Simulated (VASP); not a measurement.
# HfSi3O8 (Pmm2) in VASP: further runs, part 2 of 2

VASP 6.6.1. The steps go on from the part before.

### Step 3. Single point, r2SCAN

This run uses another cell than the first one, of 9.72 Å³/atom.

The input, POSCAR:

```
HfSi3O8
1.0
    3.4443580527      0.0000000000      0.0000000000
    0.0000000000      5.8149008426      0.0000000000
    0.0000000000      0.0000000000      5.8218175040
Si Hf O
3 1 8
Direct
    0.5000000000      0.2521999545      0.5568878423
    0.5000000000      0.7478000455      0.5568878423
    0.0000000000      0.5000000000     -0.0726470622
    0.0000000000      0.0000000000     -0.0304067249
    0.5000000000      0.0000000000      0.3959134569
    0.0000000000      0.2909228685      0.1138741470
    0.0000000000      0.2626586962      0.6558661682
    0.5000000000      0.0000000000      0.7990882505
    0.5000000000      0.5000000000      0.4166062207
    0.0000000000      0.7090771315      0.1138741470
    0.0000000000      0.7373413038      0.6558661682
    0.5000000000      0.5000000000      0.8381895439
```

The input, INCAR.step1:

```
ALGO = Normal ; EDIFF = 1E-4
ENCUT = 520 ; GGA = PE
ISMEAR = -1 ; LASPH = True
LCHARG = False ; LREAL = False
LWAVE = True ; NBANDS = 47
NELM = 80 ; PREC = Accurate
SIGMA = 0.02
```

The input, INCAR.step2:

```
ALGO = Normal ; EDIFF = 1E-6
ENCUT = 520 ; ISIF = 2
ISMEAR = -1 ; ISTART = 1
LASPH = True ; LCHARG = True
LELF = True ; LMIXTAU = True
LREAL = False ; LVHAR = True
LWAVE = False ; METAGGA = R2SCAN
NBANDS = 47 ; NELM = 80
PREC = Accurate ; SIGMA = 0.02
```

The input, KPOINTS:

```
k-points
0
Gamma
  6 4 4
```

Potentials or basis: VASP PAW PBE potentials, release 64 (Si, Hf_pv, O).

The run is started by

```console
cat potpaw_PBE.64/Si/POTCAR potpaw_PBE.64/Hf_pv/POTCAR potpaw_PBE.64/O/POTCAR > POTCAR
cp INCAR.step1 INCAR
mpirun -np 1 vasp_std > vasp.out
cp INCAR.step2 INCAR
mpirun -np 1 vasp_std > vasp.out
```

OUTCAR:

```text
EDIFF = 1E-6
   ENCUT = 520
   ISIF = 2
   ISMEAR = -1
   ISTART = 1
   LASPH = True
   LREAL = False
   METAGGA = R2SCAN
   NELM = 80
   PREC = Accurate

 ion  position               nearest neighbor table
   1  0.500  0.252  0.557-   9 1.66   5 1.74   7 1.82   7 1.82   8 2.03  12 2.18   2 2.88   2 2.93
                             3 3.11   3 3.11   4 3.30   4 3.30
   2  0.500  0.748  0.557-   9 1.66   5 1.74  11 1.82  11 1.82   8 2.03  12 2.18   1 2.88   1 2.93
                             3 3.11   3 3.11   4 3.30   4 3.30
   3  0.000  0.500  0.927-   6 1.63  10 1.63  12 1.80  12 1.80   7 2.10  11 2.10   4 2.92   4 2.92
                             1 3.11   1 3.11   2 3.11   2 3.11
   4  0.000  0.000  0.970-   6 1.89  10 1.89   8 1.99   8 1.99  11 2.38   7 2.38   3 2.92   3 2.92
                             1 3.30   1 3.30   2 3.30   2 3.30
   5  0.500  0.000  0.396-   1 1.74   2 1.74
   6  0.000  0.291  0.114-   3 1.63   4 1.89
   7  0.000  0.263  0.656-   1 1.82   1 1.82   3 2.10   4 2.38
   8  0.500  0.000  0.799-   4 1.99   4 1.99   1 2.03   2 2.03
   9  0.500  0.500  0.417-   1 1.66   2 1.66
[... 1415 lines left out ...]

 [... further k-points ...]

------------------------ aborting loop because EDIFF is reached ----------------------------------------

  FORCE on cell =-STRESS in cart. coord.  units (eV):
  Direction    XX          YY          ZZ          XY          YZ          ZX
  --------------------------------------------------------------------------------------
  -------------------------------------------------------------------------------------
  Total       -0.3493444     -0.1122849     -0.5430858      0.0000000      0.0000000      0.0000000
  in kB       -4.8001538     -1.5428469     -7.4622504      0.0000000      0.0000000      0.0000000
  external PRESSURE =      -4.6017504 kB  Pullay stress =       0.0000000 kB

 VOLUME and BASIS-vectors are now :
 -----------------------------------------------------------------------------
  energy-cutoff  :      520.00
  volume of cell :      116.60
      direct lattice vectors                 reciprocal lattice vectors
     3.444358053  0.000000000  0.000000000     0.290329863  0.000000000  0.000000000
     0.000000000  5.814900843  0.000000000     0.000000000  0.171971978  0.000000000
     0.000000000  0.000000000  5.821817504     0.000000000  0.000000000  0.171767665

 POSITION                                       TOTAL-FORCE (eV/Angst)
 -----------------------------------------------------------------------------------
      1.72218      1.46652      3.24210        -0.000000     -0.033137     -0.022616
      1.72218      4.34838      3.24210         0.000000      0.033137     -0.022616
      0.00000      2.90745      5.39888        -0.000000      0.000000     -0.051268
      0.00000      0.00000      5.64480        -0.000000      0.000000     -0.076150
      1.72218      0.00000      2.30494        -0.000000      0.000000     -0.028055
      0.00000      1.69169      0.66295        -0.000000     -0.220133     -0.029175
      0.00000      1.52733      3.81833        -0.000000     -0.034689      0.078186
      1.72218      0.00000      4.65215        -0.000000      0.000000      0.149980
      1.72218      2.90745      2.42541        -0.000000      0.000000     -0.023870
      0.00000      4.12321      0.66295        -0.000000      0.220133     -0.029175
      0.00000      4.28757      3.81833        -0.000000      0.034689      0.078186
      1.72218      2.90745      4.87979        -0.000000      0.000000     -0.023425
 -----------------------------------------------------------------------------------
    total drift:                                0.000000      0.000000     -0.002439

  FREE ENERGIE OF THE ION-ELECTRON SYSTEM (eV)
  ---------------------------------------------------
  free  energy   TOTEN  =      -152.5083152326 eV

  energy  without entropy=     -152.5083152326  energy(sigma->0) =     -152.50831523
```

OSZICAR.step1:

```text
N       E                     dE             d eps       ncg     rms          rms(c)
DAV:   1     0.391971716590E+03    0.39197E+03   -0.38684E+04  3384   0.145E+03
DAV:   2    -0.857931408627E+02   -0.47776E+03   -0.46433E+03  4166   0.340E+02
DAV:   3    -0.109033330619E+03   -0.23240E+02   -0.23125E+02  4216   0.746E+01
DAV:   4    -0.109274401755E+03   -0.24107E+00   -0.24073E+00  4152   0.838E+00
DAV:   5    -0.109277896672E+03   -0.34949E-02   -0.34942E-02  4121   0.942E-01    0.726E+01
DAV:   6    -0.960044393323E+02    0.13273E+02   -0.51154E+01  3884   0.356E+01    0.520E+01
DAV:   7    -0.960364938305E+02   -0.32054E-01   -0.25186E+00  4160   0.815E+00    0.270E+01
DAV:   8    -0.960534768900E+02   -0.16983E-01   -0.33623E-01  4020   0.343E+00    0.374E+00
DAV:   9    -0.960376405553E+02    0.15836E-01   -0.95406E-02  3881   0.207E+00    0.194E+00
DAV:  10    -0.960382258095E+02   -0.58525E-03   -0.14511E-02  4018   0.646E-01    0.772E-01
DAV:  11    -0.960378561584E+02    0.36965E-03   -0.35126E-03  3897   0.423E-01    0.297E-01
DAV:  12    -0.960379666416E+02   -0.11048E-03   -0.55933E-04  3904   0.131E-01    0.634E-02
DAV:  13    -0.960379771568E+02   -0.10515E-04   -0.11206E-04  2322   0.633E-02
   1 F= -.96037977E+02 E0= -.96037977E+02  d E =-.824813E-12
```

It took 5.6 min on 1 thread of Intel Xeon 6975P-C (Granite Rapids), shared host; peak memory 0.35 GiB.

What came out:

```
Free energy            : -152.5083 eV
Pressure               : -0.5 GPa
Largest force          : 0.222 eV/Å
Band gap on the k mesh : 4.64 eV (least direct gap 4.92 eV)
```

Forces on the atoms (eV/Å):
```
Si   0.000 -0.033 -0.023
Si   0.000  0.033 -0.023
Si   0.000  0.000 -0.051
Hf   0.000  0.000 -0.076
O    0.000  0.000 -0.028
O    0.000 -0.220 -0.029
O    0.000 -0.035  0.078
O    0.000  0.000  0.150
O    0.000  0.000 -0.024
O    0.000  0.220 -0.029
O    0.000  0.035  0.078
O    0.000  0.000 -0.023
```

Stress tensor (GPa, compression positive):
```
-0.48  0.00  0.00
 0.00 -0.15  0.00
 0.00  0.00 -0.75
```

Caveat: the PAW data sets were made with another functional, which shifts forces and pressure a little; spin-orbit coupling is left out, which moves the levels of the heavy elements.

### Step 4. Single point, PBE

This run uses another cell than the first one, of 11.04 Å³/atom.

The input, INCAR:

```
  ALGO = Normal
  EDIFF = 1E-6
  ENCUT = 520
  GGA = PE
  ISIF = 2
  ISMEAR = -1
  LASPH = True
  LCHARG = True
  LELF = True
  LREAL = False
  LVHAR = True
  LWAVE = False
  NBANDS = 47
  NELM = 100
  PREC = Accurate
  SIGMA = 0.02
```

The input, KPOINTS:

```
k-points
0
Gamma
  8 4 6
```

The input, POSCAR:

```
HfSi3O8
1.0
    3.5379272715      0.0000000000      0.0000000000
    0.0000000000      5.7662842594      0.0000000000
    0.0000000000      0.0000000000      6.4912079992
Si Hf O
3 1 8
Direct
    0.5000000000      0.2529976242      0.5773716414
    0.5000000000      0.7470023758      0.5773716414
    0.0000000000      0.5000000000     -0.0926759277
    0.0000000000      0.0000000000     -0.0583230549
    0.5000000000      0.0000000000      0.4360891234
    0.0000000000      0.2898907464      0.0811804526
    0.0000000000      0.2659259033      0.6670479112
    0.5000000000      0.0000000000      0.7987948811
    0.5000000000      0.5000000000      0.4402696286
    0.0000000000      0.7101092536      0.0811804526
    0.0000000000      0.7340740967      0.6670479112
    0.5000000000      0.5000000000      0.8246453391
```

The run is started by

```console
cat potpaw_PBE.64/Si/POTCAR potpaw_PBE.64/Hf_pv/POTCAR potpaw_PBE.64/O/POTCAR > POTCAR
mpirun -np 1 vasp_std > vasp.out
```

Run time: 2.6 min. Hardware: 1 thread of Intel Xeon 6975P-C (Granite Rapids), shared host; peak memory 0.43 GiB.

Results (log left out):

| Property | Result |
| --- | --- |
| Free energy | -96.2100 eV |
| Pressure | -0.4 GPa |
| Largest force | 0.178 eV/Å |
| Band gap on the k mesh | 4.00 eV (least direct gap 4.01 eV) |

Forces on the atoms (eV/Å):
```
Si   0.000 -0.022 -0.014
Si   0.000  0.022 -0.014
Si   0.000  0.000 -0.038
Hf   0.000  0.000 -0.108
O    0.000  0.000 -0.015
O    0.000 -0.175 -0.028
O    0.000 -0.040  0.069
O    0.000  0.000  0.135
O    0.000  0.000 -0.023
O    0.000  0.175 -0.028
O    0.000  0.040  0.069
O    0.000  0.000 -0.007
```

Stress tensor (GPa, compression positive):
```
-0.45  0.00  0.00
 0.00 -0.20  0.00
 0.00  0.00 -0.50
```

Levels at points of the mesh, in eV from the valence-band top:
```
           k point  band 33  band 34  band 35  band 36  band 37  band 38
(0.00, 0.00, 0.00)    -0.50    -0.44    -0.01     4.00     4.91     5.75
(0.50, 0.00, 0.00)    -0.58    -0.36     0.00     4.84     5.92     6.48
(0.00, 0.50, 0.00)    -0.65    -0.46    -0.28     5.56     6.01     6.04
(0.50, 0.50, 0.00)    -0.71    -0.64    -0.40     5.06     6.13     6.29
(0.00, 0.00, 0.50)    -0.47    -0.43    -0.03     4.49     5.21     5.93
(0.50, 0.00, 0.50)    -0.29    -0.10    -0.01     5.09     5.87     6.41
(0.00, 0.50, 0.50)    -0.75    -0.59    -0.43     5.48     6.12     6.15
(0.50, 0.50, 0.50)    -0.41    -0.30    -0.26     5.26     6.18     6.23
```

Caveat: spin-orbit coupling is left out, which moves the levels of the heavy elements. A k mesh can miss the band edges.

### Step 5. Overview

```csv
level,cell,k mesh,gap on the mesh (eV),pressure (GPa),largest force (eV/Å)
PBEsol,"a = 3.508, b = 5.763, c = 5.821 Å, 12 atoms, atomic positions A",6 × 4 × 4,3.81,-0.1,0.19
r2SCAN,"a = 3.444, b = 5.815, c = 5.822 Å, 12 atoms, atomic positions B",6 × 4 × 4,4.64,-0.5,0.22
PBE,"a = 3.538, b = 5.766, c = 6.491 Å, 12 atoms, atomic positions C",8 × 4 × 6,4.00,-0.4,0.18
```

Alike in all rows: task single point; potentials or basis VASP PAW PBE potentials, release 64 (Si, Hf_pv, O); no spin polarisation; cutoff (eV) 520; smearing fermi-dirac 0.02 eV.

Caveats: spin-orbit coupling is left out, which moves the levels of the heavy elements; the PAW data sets were made with another functional, which shifts forces and pressure a little (at least some runs).

Absolute energies hang on the potentials; compare differences alone.
